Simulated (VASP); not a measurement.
# KF (Fmmm) in VASP: notebook

KF is run at these levels: LDA; tasks: single point.

All numbers are computed with VASP 6.6.1; they aren't measurements. Logs are shortened: lines on timing, memory, paths and dates and some standing lists are left out, and cuts for length are marked.

### 1 The cell of the first run

Symmetry: Fmmm, No. 69, orthorhombic system. Conventional cell: a = 4.389 Å, b = 4.802 Å, c = 5.163 Å, α = 90.00°, β = 90.00°, γ = 90.00°. K (site symmetry mmm) has 6 F at 2.19 to 2.58 Å within 2.9 Å. F (site symmetry mmm) has 6 K at 2.19 to 2.58 Å within 2.9 Å.

### 2 Single point, LDA (normal strain along x -0.0700, normal strain along z -0.1500)

Input file INCAR:

```
PREC = Accurate ; ENCUT = 520
EDIFF = 1E-6 ; ISMEAR = 0
SIGMA = 0.05 ; LREAL = F
LASPH = T ; NELM = 80
ALGO = Normal ; ISIF = 2
LWAVE = F ; LCHARG = F
NBANDS = 15
```

Input file KPOINTS:

```
regular mesh
0
Gamma
  8 8 8
```

Input file POSCAR:

```
KF
1.0
    0.0000000000      2.5817196783      2.1944617266
    2.4009993008      0.0000000000      2.1944617266
    2.4009993008      2.5817196783      0.0000000000
K F
1 1
Direct
    0.0000000000      0.0000000000      0.0000000000
    0.5000000000      0.5000000000      0.5000000000
```

Potentials or basis: VASP PAW LDA potentials, release 64 (K_sv, F).

Command:

```bash
$ cat potpaw_LDA.64/K_sv/POTCAR potpaw_LDA.64/F/POTCAR > POTCAR
$ mpirun -np 1 vasp_std > vasp.out
```

OUTCAR:

```text
PREC = Accurate
   ENCUT = 520
   EDIFF = 1E-6
   ISMEAR = 0
   LREAL = F
   LASPH = T
   NELM = 80
   ISIF = 2

 ion  position               nearest neighbor table
   1  0.000  0.000  0.000-   2 2.19   2 2.19   2 2.40   2 2.40   2 2.58   2 2.58
   2  0.500  0.500  0.500-   1 2.19   1 2.19   1 2.40   1 2.40   1 2.58   1 2.58

  LATTYP: Found a face centered orthorhombic cell.
 ALAT       =     4.3889234532
 B/A-ratio  =     1.0941176470
 C/A-ratio  =     1.1764705882

  Lattice vectors:

 A1 = (   2.4009993008,   2.5817196783,   0.0000000000)
 A2 = (   0.0000000000,   2.5817196783,   2.1944617266)
 A3 = (   2.4009993008,   0.0000000000,   2.1944617266)

Analysis of symmetry for initial positions (statically):
=====================================================================
 Subroutine PRICEL returns:
 Original cell was already a primitive cell.

 Routine SETGRP: Setting up the symmetry group for a
 face centered orthorhombic supercell.

 Subroutine GETGRP returns: Found  8 space group operations
 (whereof  8 operations were pure point group operations)
 out of a pool of  8 trial point group operations.

The static configuration has the point symmetry D_2h.

Analysis of symmetry for dynamics (positions and initial velocities):
=====================================================================
 Subroutine PRICEL returns:
 Original cell was already a primitive cell.

 Routine SETGRP: Setting up the symmetry group for a
 face centered orthorhombic supercell.

 Subroutine GETGRP returns: Found  8 space group operations
 (whereof  8 operations were pure point group operations)
 out of a pool of  8 trial point group operations.

The dynamic configuration has the point symmetry D_2h.

 Subroutine INISYM returns: Found  8 space group operations
 (whereof  8 operations are pure point group operations),
 and found     1 'primitive' translations

----------------------------------------------------------------------------------------

                                     Primitive cell

  volume of cell :      27.2057

  direct lattice vectors                    reciprocal lattice vectors
     0.000000000  2.581719678  2.194461727    -0.208246625  0.193669361  0.227846307
     2.400999301  0.000000000  2.194461727     0.208246625 -0.193669361  0.227846307
     2.400999301  2.581719678  0.000000000     0.208246625  0.193669361 -0.227846307

  length of vectors
     3.388353401  3.252761890  3.525631027     0.364401451  0.364401451  0.364401451

  position of ions in fractional coordinates (direct lattice)
     0.000000000  0.000000000  0.000000000
     0.500000000  0.500000000  0.500000000

  ion indices of the primitive-cell ions
   primitive index   ion index
                 1           1
                 2           2

----------------------------------------------------------------------------------------

 KPOINTS: regular mesh

Automatic generation of k-mesh.
 Grid dimensions read from file:
 generate k-points for:    8    8    8

 Generating k-lattice:

  Cartesian coordinates                     Fractional coordinates (reciprocal lattice)
    -0.026030828  0.024208670  0.028480788     0.125000000  0.000000000  0.000000000
     0.026030828 -0.024208670  0.028480788     0.000000000  0.125000000  0.000000000
     0.026030828  0.024208670 -0.028480788    -0.000000000 -0.000000000  0.125000000

  Length of vectors
     0.045550181  0.045550181  0.045550181

  Shift w.r.t. Gamma in fractional coordinates (k-lattice)
     0.000000000  0.000000000  0.000000000

 Subroutine IBZKPT returns following result:
 ===========================================

 Found     95 irreducible k-points:

 Following reciprocal coordinates:
            Coordinates               Weight
  0.000000  0.000000  0.000000      1.000000
  0.125000  0.000000  0.000000      8.000000
  0.250000  0.000000  0.000000      8.000000
  0.375000  0.000000  0.000000      8.000000
  0.500000  0.000000  0.000000      4.000000
  0.125000  0.125000  0.000000      2.000000
[... 16 lines left out ...]
  0.250000  0.000000  0.125000      8.000000
  0.375000  0.000000  0.125000      8.000000
 [... further k-points ...]
   k-points           NKPTS =     95   k-points in BZ     NKDIM =     95   number of bands    NBANDS=     15
   number of dos      NEDOS =    301   number of ions     NIONS =      2
   total plane-waves  NPLWV =  18816
   dimension x,y,z NGX =    28 NGY =   24 NGZ =   28
   dimension x,y,z NGXF=    56 NGYF=   48 NGZF=   56
   ions per type =               1   1
   NGX,Y,Z   is equivalent  to a cutoff of  13.74, 12.27, 13.20 a.u.
   NGXF,Y,Z  is equivalent  to a cutoff of  27.48, 24.53, 26.41 a.u.
 SYSTEM =  unknown system
   PREC   = accura    normal or accurate (medium, high low for compatibility)
   ISTART =      0    job   : 0-new  1-cont  2-samecut
   ICHARG =      2    charge: 1-file 2-atom 10-const
   ISPIN  =      1    spin polarized calculation?
   LNONCOLLINEAR =      F non collinear calculations
   LSORBIT =      F    spin-orbit coupling
   LASPH  =      T    aspherical Exc in radial PAW
   ENCUT  =  520.0 eV  38.22 Ry    6.18 a.u.   6.30  6.05  6.56*2*pi/ulx,y,z
   NELM   =     80;   NELMIN=  2; NELMDL= -5     # of ELM steps
   EDIFF  = 0.1E-05   stopping-criterion for ELM
   LREAL  =      F    real-space projection
[... 7 lines left out ...]
   TEBEG  =    0.0;   TEEND  =   0.0 temperature during run
   PSTRESS=    0.0 pullay stress
   NELECT =      16.0000    total number of electrons
   NUPDOWN=      -1.0000    fix difference up-down
   EMIN   =  10.00;   EMAX   =-10.00  energy-range for DOS
   EFERMI =   0.00;   METHOD = LEGACY
   ISMEAR =     0;   SIGMA  =   0.05  broadening in eV -4-tet -1-fermi 0-gaus
   EFERMI_NEDOS =   21; number of points for ismear=-14 and -15
   IALGO  =     38    algorithm
   IMIX   =      4    mixing-type and parameters
     AMIX     =   0.40;   BMIX     =  1.00
     AMIX_MAG =   1.60;   BMIX_MAG =  1.00
  volume/ion in A,a.u.               =      13.60        91.80
  Fermi-wavevector in a.u.,A,eV,Ry     =   1.371603  2.591954 25.596572  1.881295
  Thomas-Fermi vector in A             =   2.497285
   LORBIT       =      0    0 simple, 1 ext, 2 COOP (PROOUT), +10 PAW based schemes
   GGA     = CA    functional components
   LHFCALC =     F    Hartree Fock is set to
   AEXX    =    0.0000 exact exchange contribution
   IVDW    =     0    specifies the selected vdW correction
   LEPSILON=     F    determine dielectric tensor
   LRPA    =     F    only Hartree local field effects (RPA)
 non-spin polarized calculation
 Gauss-broadening in eV      SIGMA  =   0.05
  energy-cutoff  :      520.00
  volume of cell :       27.21
 maximum number of plane-waves:       756
 NGX is ok and might be reduce to    28
   NGX = 13   NGY = 13   NGZ = 13

 number of electron      15.9999996 magnetization

 Free energy of the ion-electron system (eV)
  ---------------------------------------------------
  ext. energy  EPLUGINS =         0.00000000
  ---------------------------------------------------
  free energy    TOTEN  =        -8.40981247 eV

  energy without entropy =       -8.40981247  energy(sigma->0) =       -8.40981247

 E-fermi :  -0.8073     XC(G=0): -10.7582

 val. band max:       -1.0107293583   @ k =   0.5000   0.5000   0.0000
 cond. band min:       5.5704506186   @ k =   0.5000   0.5000   0.0000
 fundamental gap:      6.5811799769
 Fermi energy:        -0.8073257080

 k-point     1 :       0.0000    0.0000    0.0000
  band No.  band energies     occupation
      1     -27.0573      2.00000
      2     -20.2657      2.00000
      3     -10.2647      2.00000
      4      -9.8862      2.00000
      5      -9.8805      2.00000
      6      -2.2849      2.00000
      7      -2.0503      2.00000
      8      -1.3086      2.00000
      9       5.5748      0.00000
     10       8.7669      0.00000
     11       9.4156      0.00000
     12      10.1136      0.00000
     13      10.8688      0.00000
     14      12.8913      0.00000
     15      16.7028      0.00000

 k-point     2 :       0.1250    0.0000    0.0000
  band No.  band energies     occupation
      1     -26.9855      2.00000
      2     -20.3669      2.00000
      3     -10.2067      2.00000
      4      -9.9570      2.00000
      5      -9.9112      2.00000
      6      -2.4085      2.00000
      7      -2.2060      2.00000
      8      -1.5717      2.00000
      9       6.1278      0.00000
     10       8.9177      0.00000
     11       9.5193      0.00000
     12      10.1631      0.00000
     13      11.1737      0.00000
     14      13.2141      0.00000
     15      17.8086      0.00000

 k-point     3 :       0.2500    0.0000    0.0000
  band No.  band energies     occupation
      1     -26.8027      2.00000
      2     -20.6198      2.00000
      3     -10.1989      2.00000
      4     -10.0088      2.00000
      5      -9.9568      2.00000
      6      -2.7508      2.00000
      7      -2.5050      2.00000
      8      -2.1468      2.00000
      9       7.3610      0.00000
     10       8.9494      0.00000
     11      10.2133      0.00000
     12      10.8315      0.00000
     13      12.0714      0.00000
     14      14.0108      0.00000
     15      19.5624      0.00000
[... 343 lines left out ...]
 k-point    23 :       0.2500    0.0000    0.1250
  band No.  band energies     occupation
      1     -26.8740      2.00000
      2     -20.4488      2.00000
      3     -10.3536      2.00000
      4     -10.2148      2.00000
      5      -9.9991      2.00000
      6      -2.7582      2.00000
      7      -2.2010      2.00000
      8      -1.5412      2.00000
      9       7.4352      0.00000
     10       8.1002      0.00000
     11      10.5476      0.00000
     12      11.0978      0.00000
     13      11.5886      0.00000
     14      13.4052      0.00000
     15      19.4864      0.00000

 k-point    24 :       0.3750    0.0000    0.1250
  band No.  band energies     occupation
      1     -26.6845      2.00000
      2     -20.7017      2.00000
      3     -10.4833      2.00000
      4     -10.1737      2.00000
      5     -10.0588      2.00000
      6      -2.9108      2.00000
      7      -2.5158      2.00000
      8      -2.1034      2.00000
      9       8.0797      0.00000
     10       9.0631      0.00000
     11      11.0779      0.00000
     12      11.9027      0.00000
     13      12.7927      0.00000
     14      14.2660      0.00000
     15      18.9164      0.00000

 [... further k-points ...]
[... 5 lines left out ...]
  --------------------------------------------------------------------------------------
  -------------------------------------------------------------------------------------
  Total        3.1680144      0.9467320      8.5457829      0.0000000      0.0000000      0.0000000
  in kB      186.5686230     55.7543172    503.2726292      0.0000000      0.0000000      0.0000000
  external PRESSURE =     248.5318564 kB  Pullay stress =       0.0000000 kB

 VOLUME and BASIS-vectors are now :
 -----------------------------------------------------------------------------
  energy-cutoff  :      520.00
  volume of cell :       27.21
      direct lattice vectors                 reciprocal lattice vectors
     0.000000000  2.581719678  2.194461727    -0.208246625  0.193669361  0.227846307
     2.400999301  0.000000000  2.194461727     0.208246625 -0.193669361  0.227846307
     2.400999301  2.581719678  0.000000000     0.208246625  0.193669361 -0.227846307

 POSITION                                       TOTAL-FORCE (eV/Angst)
 -----------------------------------------------------------------------------------
      0.00000      0.00000      0.00000         0.000000      0.000000      0.000000
      2.40100      2.58172      2.19446         0.000000      0.000000      0.000000
 -----------------------------------------------------------------------------------
    total drift:                                0.000000      0.000000      0.000000

  FREE ENERGIE OF THE ION-ELECTRON SYSTEM (eV)
  ---------------------------------------------------
  free  energy   TOTEN  =        -8.4098124737 eV

  energy  without entropy=       -8.4098124737  energy(sigma->0) =       -8.40981247
```

Run time: 57 s. Hardware: 1 thread of Intel Xeon 8259CL, shared host; peak memory 0.16 GiB.

Results:

- Free energy: -8.4098 eV
- Pressure: 24.9 GPa
- Band gap on the k mesh: 6.58 eV

Stress tensor (GPa, compression positive):
```
18.66  0.00  0.00
 0.00  5.58  0.00
 0.00  0.00 50.33
```

Caveat: the cell differs from its parent crystal (normal strain along x -0.0700, normal strain along z -0.1500); the stress differs along the axes, from 6 to 50 GPa.

### 3 Single point, LDA (normal strain along x -0.0525, normal strain along z -0.1500)

Input file INCAR:

```
SYSTEM = KF
PREC = Accurate
ENCUT = 520
EDIFF = 1E-6
ISMEAR = 0
SIGMA = 0.05
LREAL = .FALSE.
LASPH = .TRUE.
NELM = 100
ALGO = Normal
ISIF = 2
LWAVE = .FALSE.
LCHARG = .TRUE.
GGA = CA
LELF = .TRUE.
LVHAR = .TRUE.
NBANDS = 15
```

Input file KPOINTS:

```
regular mesh
0
G
  8 8 8
  0 0 0
```

Input file POSCAR:

```
KF
1.0
    0.0000000000      2.5817196783      2.1944617266
    2.4461793952      0.0000000000      2.1944617266
    2.4461793952      2.5817196783      0.0000000000
K F
1 1
Direct
    0.0000000000      0.0000000000      0.0000000000
    0.5000000000      0.5000000000      0.5000000000
```

Potentials or basis: VASP PAW LDA potentials, release 64 (K_sv, F).

Command:

```bash
$ cat potpaw_LDA.64/K_sv/POTCAR potpaw_LDA.64/F/POTCAR > POTCAR
$ mpirun -np 1 vasp_std > vasp.out
```

Run time: 61 s. Hardware: 1 thread of Intel Xeon 8259CL, shared host; peak memory 0.16 GiB.

It converged, with:

| Quantity | Value |
| --- | --- |
| Free energy | -8.4622 eV |
| Pressure | 22.6 GPa |
| Band gap on the k mesh | 6.47 eV (least direct gap 6.57 eV) |

Stress tensor (GPa, compression positive):
```
13.78  0.00  0.00
 0.00  5.14  0.00
 0.00  0.00 48.79
```

Levels at points of the mesh, in eV from the valence-band top:
| k point | band 6 | band 7 | band 8 | band 9 | band 10 | band 11 |
| --- | --- | --- | --- | --- | --- | --- |
| (0.00, 0.00, 0.00) | -1.24 | -1.09 | -0.26 | 6.47 | 9.83 | 10.30 |
| (0.50, 0.00, 0.00) | -2.26 | -1.80 | -1.78 | 9.04 | 11.71 | 12.19 |
| (0.50, 0.50, 0.00) | -1.10 | -0.84 | 0.00 | 6.57 | 11.35 | 13.90 |
| (0.50, 0.00, 0.50) | -1.11 | -1.06 | -0.15 | 7.34 | 11.08 | 12.50 |
| (0.00, 0.50, 0.50) | -1.23 | -0.84 | -0.08 | 7.20 | 10.86 | 12.95 |

Caveat: the cell differs from its parent crystal (normal strain along x -0.0525, normal strain along z -0.1500); the stress differs along the axes, from 5 to 49 GPa.
